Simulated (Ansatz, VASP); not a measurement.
# Two plane-wave programs on Sr

Contents of INCAR:

```
ALGO = Normal
EDIFF = 1E-7
EDIFFG = -0.05
ENCUT = 500
GGA = PE
GGA_COMPAT = F
IBRION = 2
ISIF = 3
ISMEAR = 0
LASPH = T
LCHARG = F
LREAL = F
LWAVE = F
NELM = 120
NELMIN = 4
NSW = 80
PREC = Accurate
SIGMA = 0.1
```

KPOINTS

```
k-points
0
Gamma
  8 8 8
```

File POSCAR:

```
Sr
1.0
    0.0000000000      2.4028093851      2.4028093851
    2.4028093851      0.0000000000      2.4028093851
    2.4028093851      2.4028093851      0.0000000000
Sr
1
Direct
    0.0000000000      0.0000000000      0.0000000000
```

Input for Ansatz:

```yaml
crystal:
  lattice:
    - [0.0, 2.4028093789, 2.4028093789]
    - [2.4028093789, 0.0, 2.4028093789]
    - [2.4028093789, 2.4028093789, 0.0]
  atoms:
    - { symbol: Sr, position: [0.0, 0.0, 0.0] }
basis:
  ecutwfc: 420
kpoints:
  mp_grid: { grid: [8, 8, 8] }
hamiltonian:
  xc: pbe
scf:
  occupations: { method: gaussian, width: 0.1 }
output:
  forces: true
  stress: true
  eigenvalues: true
relax:
  adjacent_minimum: "off"
  f_tol: 0.05
  max_steps: 60
  cell: { stress_tol: 0.5 }
```

Alike in both runs: task relaxation of cell and atoms; functional PBE; k mesh 8 × 8 × 8; occupations gaussian, width 0.1 eV; no spin polarisation.

|  | VASP | Ansatz |
| --- | --- | --- |
| version | VASP 6.6.1 | Ansatz 0.2.0 |
| potentials or method | VASP PAW PBE potentials, release 64 (Sr_sv), cutoff 500 eV | scalar-relativistic, plane waves, PAW |
| valence electrons in the cell | 10 | 10 |

```tsv
	VASP	Ansatz	Ansatz less VASP
gap on the k mesh at the Fermi level, each at its own relaxed structure (eV)	none	none	-
relaxed volume (Å³/atom)	54.09	53.95	-0.141
relaxed cell length with the largest relative difference (Å)	4.245	4.241	-0.0037
```

A gap of «none» marks a metal or a gap that the smearing closes.

Noted on VASP's run: the volume moved by over 15 % at a fixed basis, so the end points are rough.
